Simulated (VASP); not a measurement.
Set up this calculation in VASP 6.6.1, as the native input.

| Property | Result |
| --- | --- |
| Task | single point |
| Functional | r2SCAN |
| Potentials or basis | VASP PAW PBE potentials, release 64 (P) |
| Cutoff | 520 eV |
| k mesh | 12 × 12 × 12 |
| Occupations | gaussian, width 0.15 eV |
| Spin | no spin polarisation |
| Dipole correction | no |
| Further INCAR settings | ALGO = Normal; EDIFF = 1e-07; NBANDS = 8 |

P:

```
CELL_PARAMETERS angstrom
4.02096 0.00000 0.00000
0.00000 4.02096 0.00000
0.00000 0.00000 4.94383
ATOMIC_POSITIONS crystal
P 0.00000 0.00000 0.00000
```

This cell differs from its parent crystal: ratio of the length along z to the lengths across it x 1.2, volume and fractional coordinates fixed.

These files were run (other wordings do the same):

POSCAR

```
P
1.0
    4.0209574188      0.0000000000      0.0000000000
    0.0000000000      4.0209574188      0.0000000000
    0.0000000000      0.0000000000      4.9438268813
P
1
Direct
    0.0000000000      0.0000000000      0.0000000000
```

INCAR.step1

```
SYSTEM = P
PREC     = Accurate       ! precision mode
ENCUT    = 520            ! plane-wave cutoff, eV
ISMEAR   = 0              ! smearing method
SIGMA    = 0.15           ! smearing width, eV
LREAL    = .FALSE.        ! projectors in reciprocal space
LASPH    = .TRUE.         ! aspherical terms in the spheres
NELM     = 60             ! most SCF steps
NBANDS   = 8              ! bands
GGA      = PE             ! functional
ALGO     = Normal         ! electronic algorithm
EDIFF    = 1E-4           ! SCF threshold, eV
LWAVE    = .TRUE.         ! write WAVECAR
LCHARG   = .FALSE.        ! write CHGCAR
```

INCAR.step2

```
SYSTEM = P
PREC     = Accurate       ! precision mode
ENCUT    = 520            ! plane-wave cutoff, eV
EDIFF    = 1E-7           ! SCF threshold, eV
ISMEAR   = 0              ! smearing method
SIGMA    = 0.15           ! smearing width, eV
LREAL    = .FALSE.        ! projectors in reciprocal space
LASPH    = .TRUE.         ! aspherical terms in the spheres
NELM     = 60             ! most SCF steps
ALGO     = Normal         ! electronic algorithm
ISIF     = 2              ! what is computed and relaxed
LWAVE    = .FALSE.        ! write WAVECAR
LCHARG   = .FALSE.        ! write CHGCAR
METAGGA  = R2SCAN         ! meta-GGA
LMIXTAU  = .TRUE.       
NBANDS   = 8              ! bands
ISTART   = 1
```

KPOINTS

```
Automatic mesh
0
G
  12 12 12
  0 0 0
```

Potentials or basis: VASP PAW PBE potentials, release 64 (P).

Launch:

```console
$ cat potpaw_PBE.64/P/POTCAR > POTCAR
$ cp INCAR.step1 INCAR
$ mpirun -np 1 vasp_std > vasp.out
$ cp INCAR.step2 INCAR
$ mpirun -np 1 vasp_std > vasp.out
```

It gave:

```json
{"Pressure": "-4.1 GPa", "Band gap on the k mesh": "zero (an odd number of electrons rules out a gap without spin polarisation)"}
```

Caveat: the cell stands under tension; the PAW data sets were made with another functional, which shifts forces and pressure a little.

Wall time 2.9 min on 1 thread of Intel(R) Xeon(R) 6975P-C (Granite Rapids), on a shared host, peak memory 0.25 GiB.
